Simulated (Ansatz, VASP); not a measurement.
**BAs in VASP and in Ansatz**

```
CELL_PARAMETERS angstrom
0.00000 2.40432 2.40432
2.40432 0.00000 2.40432
2.40432 2.40432 0.00000
ATOMIC_POSITIONS crystal
B 0.00000 0.00000 0.00000
As 0.25000 0.25000 0.25000
```

Change from the starting cell: volume scaled by 1.02, ions relaxed.

Alike in both runs: functional PBE; k mesh 16 × 16 × 16; occupations fermi-dirac, width 0.02 eV; no spin polarisation.

Ansatz relaxed the structure, and its values are those at the end. VASP's run is a single point on that final structure, the one shown.

|  | VASP | Ansatz |
| --- | --- | --- |
| version | VASP 6.6.1 | Ansatz 0.2.0 |
| potentials or method | VASP PAW PBE potentials, release 64 (B, As) | plane-wave PAW, scalar-relativistic |
| plane-wave cutoff (eV) | 520 | 420 |
| valence electrons in the cell | 8 | 18 |

```tsv
	VASP	Ansatz	Ansatz less VASP
gap on the k mesh at the Fermi level (eV)	1.21	1.22	+0.008
pressure (GPa)	0.6	0.1	-0.59
```

VASP's potentials hold 8 valence electrons a cell and Ansatz's 18, so a difference there can come from the potentials and not from the codes. Ansatz's warnings: stress scf threshold loose.
